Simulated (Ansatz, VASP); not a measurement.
## Ga2SnO4 in VASP and in Ansatz

```
Ga Sn O
1.0
     1.75063    1.01073    8.90293
    -1.75063    1.01073    8.90293
     0.00000   -2.02145    8.90293
Ga Sn O
2 1 4
Cartesian
  0.0000 0.0000 21.0449
  0.0000 0.0000 5.6639
  0.0000 0.0000 0.0000
  0.0000 0.0000 3.6239
  0.0000 0.0000 19.2370
  0.0000 0.0000 23.0849
  0.0000 0.0000 7.4718
```

Alike in both runs: functional PBE; k mesh 4 × 4 × 4; occupations gaussian, width 0.15 eV; no spin polarisation.

Ansatz relaxed the structure, and its values are those at the end. VASP's run is a single point on that final structure, the one shown.

```csv
,VASP,Ansatz
version,VASP 6.6.1,Ansatz 0.2.0
potentials or method,"VASP PAW PBE potentials, release 64 (Ga_d, Sn_d, O), cutoff 520 eV","scalar-relativistic, plane waves, PAW"
valence electrons in the cell,64,64
```

VASP gave:

* gap on the k mesh at the Fermi level (eV): none
* pressure (GPa): 0.9
* rms of the force components (eV/Å): 0.034

Task: Estimate Ansatz's values.

Result: gap on the k mesh at the Fermi level (eV): none; pressure (GPa): 0.5; rms of the force components (eV/Å): 0.020.

A gap of «none» marks a metal or a gap that the smearing closes. With one functional, cell and mesh, what is left measures potentials, basis and numerics.

The k mesh is coarse, so the values compare programs but aren't converged.
